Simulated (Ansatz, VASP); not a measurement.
**NbVTe4 in VASP and in Ansatz**

```xyz
6
Lattice="3.1255 -3.6842 0.0000 3.1255 3.6842 0.0000 0.0000 0.0000 6.9497" Properties=species:S:1:pos:R:3 pbc="T T T"
Nb    0.0000    0.0000    3.4748
V     0.0000    0.0000    0.0000
Te    1.5627   -1.8421    5.1776
Te    1.5627    1.8421    1.7720
Te    1.5627   -1.8421    1.7720
Te    1.5627    1.8421    5.1776
```

Alike in both runs: functional PBE; k mesh 4 × 4 × 2; occupations gaussian, width 0.2 eV; collinear spin.

Ansatz relaxed the structure, and its values are those at the end. VASP's run is a single point on that final structure, the one shown.

|  | VASP | Ansatz |
| --- | --- | --- |
| version | VASP 6.6.1 | Ansatz 0.2.0 |
| potentials or method | VASP PAW PBE potentials, release 64 (Nb_sv, V_sv, Te), cutoff 520 eV | scalar-relativistic, plane waves, PAW |
| valence electrons in the cell | 50 | 90 |

|  | VASP | Ansatz | Ansatz less VASP |
| --- | --- | --- | --- |
| gap on the k mesh at the Fermi level (eV) | none | none | - |
| pressure (GPa) | 0.1 | 0.2 | +0.05 |
| rms of the force components (eV/Å) | 0.022 | 0.018 | -0.0038 |
| net moment per atom (μB) | 0.37 | 0.37 | +0.001 |
| size of the moment on the site where the two differ most (μB) | 2.52 | 2.60 | +0.081 |

Site moments also hang on the region over which each program counts them. A gap of «none» marks a metal or a gap that the smearing closes. The functional is the same, so the differences come from potentials, cutoffs and numerics. VASP's potentials hold 50 valence electrons a cell and Ansatz's 90, so a difference there can come from the potentials and not from the codes.

The k mesh is coarse, so the values compare programs but aren't converged. Neither program's run includes spin-orbit coupling.
